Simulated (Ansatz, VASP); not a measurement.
## Two plane-wave programs on MnCrC4N4

File INCAR:

```
SYSTEM = MnCrC4N4
ALGO     = Normal         ! electronic algorithm
EDIFF    = 1E-6           ! SCF threshold, eV
ENCUT    = 520            ! plane-wave cutoff, eV
GGA      = PE             ! functional
ISIF     = 2              ! what is computed and relaxed
ISMEAR   = 0              ! smearing method
ISPIN    = 2              ! spin polarisation
LASPH    = .True.         ! aspherical terms in the spheres
LCHARG   = .True.         ! write CHGCAR
LELF     = .True.         ! ELF
LMAXMIX  = 4              ! l up to which the mixer works
LORBIT   = 11             ! projections on sites
LREAL    = .False.        ! projectors in reciprocal space
LVHAR    = .True.       
LWAVE    = .False.        ! write WAVECAR
MAGMOM   = -4 -3 0 0 0 0 0 0 0 0 ! initial moments
NBANDS   = 46             ! bands
NELM     = 150            ! most SCF steps
PREC     = Accurate       ! precision mode
SIGMA    = 0.1            ! smearing width, eV
```

File KPOINTS:

```
k-points
0
Gamma
  4 4 4
  0 0 0
```

POSCAR

```
MnCrC4N4
1.0
    5.9328513700      0.0000000000      0.0000000000
    0.0000000000      5.9328513700      0.0000000000
    0.0000000000      0.0000000000      5.9328513700
Mn Cr C N
1 1 4 4
Direct
    0.5000000000      0.5000000000      0.5000000000
    0.0000000000      0.0000000000      0.0000000000
    0.1885947800      0.1885947800      0.1885947800
    0.1885947800      0.8114052200      0.8114052200
    0.8114052200      0.1885947800      0.8114052200
    0.8114052200      0.8114052200      0.1885947800
    0.3024523200      0.3024523200      0.3024523200
    0.3024523200      0.6975476800      0.6975476800
    0.6975476800      0.3024523200      0.6975476800
    0.6975476800      0.6975476800      0.3024523200
```

Input for Ansatz:

```yaml
crystal:
  lattice:
    - [5.93285137, 0.0, 0.0]
    - [0.0, 5.93285137, 0.0]
    - [0.0, 0.0, 5.93285137]
  atoms:
    - { symbol: Mn, position: [0.5, 0.5, 0.5], spin: -4.0 }
    - { symbol: Cr, position: [0.0, 0.0, 0.0], spin: -3.0 }
    - { symbol: C, position: [0.18859478, 0.18859478, 0.18859478] }
    - { symbol: C, position: [0.18859478, 0.81140522, 0.81140522] }
    - { symbol: C, position: [0.81140522, 0.18859478, 0.81140522] }
    - { symbol: C, position: [0.81140522, 0.81140522, 0.18859478] }
    - { symbol: "N", position: [0.30245232, 0.30245232, 0.30245232] }
    - { symbol: "N", position: [0.30245232, 0.69754768, 0.69754768] }
    - { symbol: "N", position: [0.69754768, 0.30245232, 0.69754768] }
    - { symbol: "N", position: [0.69754768, 0.69754768, 0.30245232] }
basis:
  ecutwfc: 420
kpoints:
  mp_grid: { grid: [4, 4, 4] }
hamiltonian:
  xc: pbe
scf:
  occupations: { method: gaussian, width: 0.1 }
  lower_state_search: "off"
output:
  forces: true
  stress: true
  eigenvalues: true
  populations: true
magnetization:
  spin_polarized: true
```

Alike in both runs: task single point; functional PBE; k mesh 4 × 4 × 4; occupations gaussian, width 0.1 eV; collinear spin.

|  | VASP | Ansatz |
| --- | --- | --- |
| version | VASP 6.6.1 | Ansatz 0.2.0 |
| potentials or method | VASP PAW PBE potentials, release 64 (Mn_pv, Cr_pv, C, N), cutoff 520 eV | scalar-relativistic, plane waves, PAW |
| valence electrons in the cell | 61 | 65 |

```tsv
	VASP	Ansatz	Ansatz less VASP
gap on the k mesh at the Fermi level (eV)	none	none	-
pressure (GPa)	-3.6	3.4	+7.06
rms of the force components (eV/Å)	1.632	0.343	-1.2895
net moment per atom (μB)	0.06	0.90	+0.838
size of the moment on the site where the two differ most (μB)	0.12	3.82	+3.700
```

The net moments are unlike, so the other rows may belong to different states. Site moments also hang on the region over which each program counts them. Atom by atom the forces differ by 1.649 eV/Å (rms over components). A gap of «none» marks a metal or a gap that the smearing closes. VASP's potentials hold 61 valence electrons a cell and Ansatz's 65, so a difference there can come from the potentials and not from the codes.

Noted on VASP's run: the standard files for N, O and F lose accuracy on very short bonds.
